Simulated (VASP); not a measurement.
**Al: single point with PBEsol**

Crystal: Al.

```
Al
1.0
     0.00000    1.78951    1.78951
     1.78951    0.00000    1.78951
     1.78951    1.78951    0.00000
Al
1
Direct
  0.00000 0.00000 0.00000
```

```json
{"Program": "VASP 6.6.1", "Task": "single point", "Functional": "PBEsol", "Potentials or basis": "VASP PAW PBE potentials, release 64 (Al)", "Cutoff": "520 eV", "k mesh": "20 × 20 × 20", "Occupations": "gaussian, width 0.1 eV", "Spin": "no spin polarisation"}
```

The pressure is 60.3 GPa.

Levels at points of the mesh, in eV from the Fermi level:
```csv
k point,band 1,band 2,band 3,band 4
"(0.00, 0.00, 0.00)",-13.80,14.88,14.88,14.88
"(0.50, 0.00, 0.00)",-6.04,-4.86,13.33,13.33
"(0.50, 0.50, 0.00)",-3.70,-1.86,5.35,7.70
```

Run time: 30 s on 1 thread of Intel Xeon 8259CL, on a shared host, peak memory 0.13 GiB.

Caveat: the PAW data sets were made with another functional, which shifts forces and pressure a little.
